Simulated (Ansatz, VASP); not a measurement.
One calculation of ScF3, two programs

File INCAR:

```
PREC = Accurate
ENCUT = 520
EDIFF = 1E-6
ISMEAR = 0
SIGMA = 0.05
LREAL = False
LASPH = True
NELM = 100
ALGO = Normal
ISIF = 2
LWAVE = False
LCHARG = True
LELF = True
LVHAR = True
NBANDS = 24
```

Contents of KPOINTS:

```
Automatic mesh
0
Gamma
  6 6 6
```

POSCAR

```
ScF3
1.0
    4.0147793626     -0.0959162305     -0.0959162305
   -0.0959162305      4.0147793626     -0.0959162305
   -0.0959162305     -0.0959162305      4.0147793626
Sc F
1 3
Direct
    0.0000000000      0.0000000000      0.0000000000
    0.5000000000      0.0000000000      0.0000000000
    0.0000000000      0.5000000000      0.0000000000
    0.0000000000      0.0000000000      0.5000000000
```

Input for Ansatz:

```yaml
crystal:
  lattice:
    - [4.0147793626, -0.0959162305, -0.0959162305]
    - [-0.0959162305, 4.0147793626, -0.0959162305]
    - [-0.0959162305, -0.0959162305, 4.0147793626]
  atoms:
    - { symbol: Sc, position: [0.0, 0.0, 0.0] }
    - { symbol: F, position: [0.5, 0.0, 0.0] }
    - { symbol: F, position: [0.0, 0.5, 0.0] }
    - { symbol: F, position: [0.0, 0.0, 0.5] }
basis:
  ecutwfc: 420
kpoints:
  mp_grid: { grid: [6, 6, 6] }
hamiltonian:
  xc: lda
scf:
  occupations: { method: gaussian, width: 0.05 }
output:
  forces: true
  stress: true
  eigenvalues: true
  write_density: true
  write_potential: true
  elf: true
  volumetric_format: npy
```

Alike in both runs: task single point; functional LDA; k mesh 6 × 6 × 6; occupations gaussian, width 0.05 eV; no spin polarisation.

|  | VASP | Ansatz |
| --- | --- | --- |
| version | VASP 6.6.1 | Ansatz 0.2.0 |
| potentials or method | VASP PAW LDA potentials, release 64 (Sc_sv, F), cutoff 520 eV | scalar-relativistic, plane waves, PAW |
| valence electrons in the cell | 32 | 32 |

Ansatz gave:

```
gap on the k mesh at the Fermi level (eV)                     : 6.13
least direct gap on the mesh (eV)                             : 6.57
pressure (GPa)                                                : -3.2
traceless stress, the component that is largest in VASP (GPa) : 0.90
```

Estimate VASP's values.

gap on the k mesh at the Fermi level (eV): 6.10; least direct gap on the mesh (eV): 6.53; pressure (GPa): -2.6; traceless stress, the component that is largest in VASP (GPa): 0.86.

LDA's correlation is that of Perdew and Zunger in VASP and of Perdew and Wang (1992) in Ansatz.
